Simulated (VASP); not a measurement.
Wanted: the native input for a VASP 6.6.1 run.

| Property | Result |
| --- | --- |
| Task | single point |
| Functional | LDA |
| Potentials or basis | VASP PAW LDA potentials, release 64 (Al, N) |
| Cutoff | 520 eV |
| k mesh | 9 × 9 × 6 |
| Occupations | gaussian, width 0.05 eV |
| Spin | no spin polarisation |
| Dipole correction | no |
| Further INCAR settings | ALGO = Normal; EDIFF = 1e-06; NBANDS = 16 |

The structure of AlN lies in POSCAR:

```
AlN
1.0
    2.9960000000      0.0000000000      0.0000000000
   -1.4980000000      2.5946121098      0.0000000000
    0.0000000000      0.0000000000      4.9435842660
Al N
2 2
Direct
    0.3333333333      0.6666666667      0.0044891132
    0.6666666667      0.3333333333      0.5044891132
    0.3333333333      0.6666666667      0.3805108868
    0.6666666667      0.3333333333      0.8805108868
```

One way to write it, as run:

INCAR

```
SYSTEM = AlN
PREC = Accurate
ENCUT = 520
EDIFF = 1E-6
ISMEAR = 0
SIGMA = 0.05
LREAL = .FALSE.
LASPH = .TRUE.
NELM = 80
ALGO = Normal
ISIF = 2
LWAVE = .FALSE.
LCHARG = .TRUE.
GGA = CA
LELF = .TRUE.
LVHAR = .TRUE.
NBANDS = 16
```

KPOINTS

```
regular mesh
0
G
  9 9 6
  0 0 0
```

Potentials or basis: VASP PAW LDA potentials, release 64 (Al, N).

Command:

```console
$ cat potpaw_LDA.64/Al/POTCAR potpaw_LDA.64/N/POTCAR > POTCAR
$ mpirun -np 1 vasp_std > vasp.out
```

It gave:

| Item | Value |
| --- | --- |
| Pressure | 15.7 GPa |
| Largest force | 0.004 eV/Å |
| Band gap on the k mesh | 4.88 eV, indirect (least direct gap 5.08 eV) |

It took 8 s on 1 thread of Intel(R) Xeon(R) 6975P-C (Granite Rapids), on a shared host, peak memory 0.15 GiB.
